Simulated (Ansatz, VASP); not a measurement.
Two plane-wave programs on SrTiO3

```xyz
5
Lattice="3.9364 0.0000 0.0000 0.0000 3.9364 0.0000 0.0000 0.0000 3.9364" Properties=species:S:1:pos:R:3 pbc="T T T"
Sr    1.9682    1.9682    1.9682
Ti    0.0000    0.0000    0.0000
O     1.9682    0.0000    0.0000
O     0.0000    1.9682    0.0000
O     0.0000    0.0000    1.9682
```

Alike in both runs: task single point; functional PBE; k mesh 4 × 4 × 4; occupations gaussian, width 0.02 eV; no spin polarisation.

|  | VASP | Ansatz |
| --- | --- | --- |
| version | VASP 6.6.1 | Ansatz 0.2.0 |
| potentials or method | VASP PAW PBE potentials, release 64 (Sr_sv, Ti_sv, O), cutoff 520 eV | scalar-relativistic, plane waves, PAW |
| valence electrons in the cell | 40 | 40 |

```tsv
	VASP	Ansatz	Ansatz less VASP
gap on the k mesh at the Fermi level (eV)	1.79	1.82	+0.031
least direct gap on the mesh (eV)	2.16	2.18	+0.021
pressure (GPa)	0.7	0.0	-0.62
```
